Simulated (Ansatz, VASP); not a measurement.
**LiW in VASP and in Ansatz**

```
CELL_PARAMETERS angstrom
2.69946 0.00000 0.00000
-1.34973 2.33780 0.00000
0.00000 0.00000 4.99237
ATOMIC_POSITIONS crystal
Li 0.33333 0.66667 0.00000
W 0.66667 0.33333 0.50000
```

Change from the starting cell: species swapped into the IrOs type (P-6m2, No. 187).

Alike in both runs: functional PBE; k mesh 24 × 24 × 12; occupations gaussian, width 0.1 eV; no spin polarisation.

Ansatz relaxed the structure, and its values are those at the end. VASP's run is a single point on that final structure, the one shown.

|  | VASP | Ansatz |
| --- | --- | --- |
| version | VASP 6.6.1 | Ansatz 0.2.0 |
| potentials or method | VASP PAW PBE potentials, release 64 (Li_sv, W_sv), cutoff 750 eV | scalar-relativistic, plane waves, PAW |
| valence electrons in the cell | 17 | 17 |

Ansatz gave:

* gap on the k mesh at the Fermi level (eV): none
* pressure (GPa): 0.0

Question: Estimate VASP's values.

Answer: gap on the k mesh at the Fermi level (eV): none; pressure (GPa): 0.2.

A gap of «none» marks a metal or a gap that the smearing closes. With one functional, cell and mesh, what is left measures potentials, basis and numerics.

Spin-orbit coupling is off throughout.
